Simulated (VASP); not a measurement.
Ca, 1 atom in the cell. The structure is cubic, space group Pm-3m (No. 221). Conventional cell: a = 3.571 Å, b = 3.571 Å, c = 3.571 Å, α = 90.00°, β = 90.00°, γ = 90.00°. Ca (site symmetry m-3m) has 6 Ca at 3.57 Å within 4.7 Å. 

* Program: VASP 6.6.1
* Task: single point
* Functional: BLYP
* Potentials or basis: VASP PAW PBE potentials, release 64 (Ca_sv)
* Cutoff: 520 eV
* k mesh: 10 × 10 × 10
* Occupations: fermi-dirac, width 0.1 eV
* Spin: no spin polarisation
* Dipole correction: no
* Further INCAR settings: ALGO = Normal; EDIFF = 1e-06; NBANDS = 11

Potentials or basis: VASP PAW PBE potentials, release 64 (Ca_sv).

Launch:

```console
$ cat potpaw_PBE.64/Ca_sv/POTCAR > POTCAR
$ mpirun -np 1 vasp_std > vasp.out
```

Hardware: 1 thread of AMD EPYC 7R13 (shared host).

Q: How long does it take, and how much memory?

A: It took 59 s on 1 thread of AMD EPYC 7R13 (shared host), peak memory 0.14 GiB. Counts: scf iterations 11, k points 56.
